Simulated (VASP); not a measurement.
Write the native input for VASP 6.6.1 that does the following.

```yaml
Task: single point
Functional: PBEsol
Potentials_or_basis: VASP PAW PBE potentials, release 64 (B, As)
Cutoff: 500 eV
k_mesh: 6 × 6 × 6, shifted
Occupations: gaussian, width 0.01 eV
Spin: no spin polarisation
Dipole_correction: no
Further_INCAR_settings: ALGO = Normal; EDIFF = 1e-06; NBANDS = 11; ISYM = 0
```

The structure of BAs lies in POSCAR:

```
BAs
1.0
    0.0000000000      2.3918698977      2.3918698977
    2.3918698977      0.0000000000      2.3918698977
    2.3918698977      2.3918698977      0.0000000000
B As
1 1
Direct
    0.0000000000      0.0000000000      0.0000000000
    0.2500000000      0.2500000000      0.2500000000
```

One way to write it, as run:

INCAR

```
  ALGO = Normal
  EDIFF = 1E-6
  ENCUT = 500
  GGA = PS
  GGA_COMPAT = False
  ISIF = 2
  ISMEAR = 0
  ISYM = 0
  LASPH = True
  LCHARG = False
  LREAL = False
  LWAVE = False
  NBANDS = 11
  NELM = 120
  PREC = Accurate
  SIGMA = 0.01
```

KPOINTS

```
Automatic mesh
0
Gamma
  6 6 6
  0.5 0.5 0.5
```

Potentials or basis: VASP PAW PBE potentials, release 64 (B, As).

Command:

```console
$ cat potpaw_PBE.64/B/POTCAR potpaw_PBE.64/As/POTCAR > POTCAR
$ mpirun -np 1 vasp_std > vasp.out
```

Results of the run:

```
Pressure               : -0.5 GPa
Band gap on the k mesh : 1.61 eV, indirect (least direct gap 3.60 eV)
```

Caveat: the PAW data sets were made with another functional, which shifts forces and pressure a little.

It used 180 s of CPU time on 1 thread of AMD EPYC 7R13 Processor (Zen 3), on a shared host.
